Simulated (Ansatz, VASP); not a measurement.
Ga in VASP and in Ansatz

Contents of INCAR:

```
SYSTEM = Ga
PREC     = Accurate       ! precision mode
ENCUT    = 520            ! plane-wave cutoff, eV
EDIFF    = 1E-8           ! SCF threshold, eV
ISMEAR   = -1             ! smearing method
SIGMA    = 0.05           ! smearing width, eV
LREAL    = .False.        ! projectors in reciprocal space
LASPH    = .True.         ! aspherical terms in the spheres
NELM     = 60             ! most SCF steps
ALGO     = Normal         ! electronic algorithm
ISIF     = 2              ! what is computed and relaxed
LWAVE    = .False.        ! write WAVECAR
LCHARG   = .False.        ! write CHGCAR
GGA      = PS             ! functional
LEFG     = .True.       
NBANDS   = 34             ! bands
```

The input KPOINTS:

```
Automatic mesh
0
Gamma
  9 9 8
  0 0 0
```

File POSCAR:

```
Ga
1.0
    2.2935740000     -3.8449535000      0.0156705000
    2.2171260000      3.7998465000     -0.0607775000
   -0.0451670000     -0.0451670000      4.5167000000
Ga
4
Direct
    0.1525000000      0.8475000000      0.0785000000
    0.6525000000      0.3475000000      0.4215000000
    0.8475000000      0.1525000000      0.9215000000
    0.3475000000      0.6525000000      0.5785000000
```

Input for Ansatz:

```yaml
crystal:
  lattice:
    - [2.293574, -3.8449535, 0.0156705]
    - [2.217126, 3.7998465, -0.0607775]
    - [-0.045167, -0.045167, 4.5167]
  atoms:
    - { symbol: Ga, position: [0.1525, 0.8475, 0.0785] }
    - { symbol: Ga, position: [0.6525, 0.3475, 0.4215] }
    - { symbol: Ga, position: [0.8475, 0.1525, 0.9215] }
    - { symbol: Ga, position: [0.3475, 0.6525, 0.5785] }
kpoints:
  mp_grid: { grid: [9, 9, 8] }
scf:
  occupations: { method: fermi_dirac, width: 0.05 }
hamiltonian:
  xc: pbesol
  pseudopotentials: { kind: paw }
output:
  forces: true
  stress: true
  eigenvalues: true
  efg: { contact_densities: true }
  write_density: true
  write_potential: true
  elf: true
  volumetric_format: npy
```

Change from the starting cell: equal xy, yz and zx shear strains of -2 %, PAW files.

Alike in both runs: task electric field gradients; functional PBEsol; k mesh 9 × 9 × 8; occupations fermi-dirac, width 0.05 eV; no spin polarisation.

```csv
,VASP,Ansatz
version,VASP 6.6.1,Ansatz 0.2.0
potentials or method,"VASP PAW PBE potentials, release 64 (Ga_d)","PAW with Ansatz's default frozen-core files, scalar-relativistic"
plane-wave cutoff (eV),520,420
valence electrons in the cell,52,52
```

|  | VASP | Ansatz | Ansatz less VASP |
| --- | --- | --- | --- |
| pressure (GPa) | -1.1 | -1.1 | -0.05 |
| traceless stress, the component that is largest in VASP (GPa) | 1.49 | 1.50 | +0.014 |
| rms of the force components (eV/Å) | 0.251 | 0.255 | +0.0033 |
| size of Vzz on the site where it differs most (V/Å²) | 46.7 | 48.8 | +2.08 |

VASP's potentials were made for PBE, not for PBEsol. Atom by atom the forces differ by 0.003 eV/Å (rms over components).
